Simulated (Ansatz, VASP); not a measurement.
## ZnSe: VASP beside Ansatz

Contents of INCAR:

```
ALGO     = Normal         # electronic algorithm
EDIFF    = 1E-6           # SCF threshold, eV
ENCUT    = 520            # plane-wave cutoff, eV
GGA      = PS             # functional
ISIF     = 2              # what is computed and relaxed
ISMEAR   = 0              # smearing method
LASPH    = True           # aspherical terms in the spheres
LCHARG   = True           # write CHGCAR
LELF     = True           # ELF
LREAL    = False          # projectors in reciprocal space
LVHAR    = True         
LWAVE    = False          # write WAVECAR
NBANDS   = 26             # bands
NELM     = 60             # most SCF steps
PREC     = Accurate       # precision mode
SIGMA    = 0.05           # smearing width, eV
```

KPOINTS

```
k-points
0
Gamma
  8 8 6
```

File POSCAR:

```
ZnSe
1.0
    3.8967330728      0.0000000000      0.0000000000
    0.0000000000      3.8967330728      0.0000000000
    0.0000000000      0.0000000000      5.3509728174
Zn Se
2 2
Direct
    0.0000000000      0.0000000000      0.0000000000
    0.5000000000      0.5000000000      0.0000000000
    0.0000000000      0.5000000000      0.2681677050
    0.5000000000      0.0000000000      0.7318322950
```

Input for Ansatz:

```yaml
crystal:
  lattice:
    - [3.8967330728, 0.0, 0.0]
    - [0.0, 3.8967330728, 0.0]
    - [0.0, 0.0, 5.3509728174]
  atoms:
    - { symbol: Zn, position: [0.0, 0.0, 0.0] }
    - { symbol: Zn, position: [0.5, 0.5, 0.0] }
    - { symbol: Se, position: [0.0, 0.5, 0.268167705] }
    - { symbol: Se, position: [0.5, 0.0, 0.731832295] }
basis:
  ecutwfc: 520.0
kpoints:
  mp_grid: { grid: [8, 8, 6] }
hamiltonian:
  xc: pbesol
  pseudopotentials: { kind: paw, azcp: { folder: soft_1 } }
scf:
  occupations: { method: gaussian, width: 0.05 }
output:
  forces: true
  stress: true
  eigenvalues: true
```

Alike in both runs: task single point; functional PBEsol; k mesh 8 × 8 × 6; occupations gaussian, width 0.05 eV; no spin polarisation.

|  | VASP | Ansatz |
| --- | --- | --- |
| version | VASP 6.6.1 | Ansatz 0.2.0 |
| potentials or method | VASP PAW PBE potentials, release 64 (Zn, Se), cutoff 520 eV | scalar-relativistic, plane waves, PAW |
| valence electrons in the cell | 36 | 56 |

```csv
,VASP,Ansatz,Ansatz less VASP
gap on the k mesh at the Fermi level (eV),1.86,1.87,+0.013
least direct gap on the mesh (eV),1.86,1.87,+0.013
pressure (GPa),8.3,7.8,-0.45
"traceless stress, the component that is largest in VASP (GPa)",-0.43,-0.44,-0.008
rms of the force components (eV/Å),0.501,0.471,-0.0299
```

VASP's potentials were made for PBE, not for PBEsol, and Ansatz warns of the same on its side. Atom by atom the forces differ by 0.030 eV/Å (rms over components). VASP's potentials hold 36 valence electrons a cell and Ansatz's 56, so a difference there can come from the potentials and not from the codes.
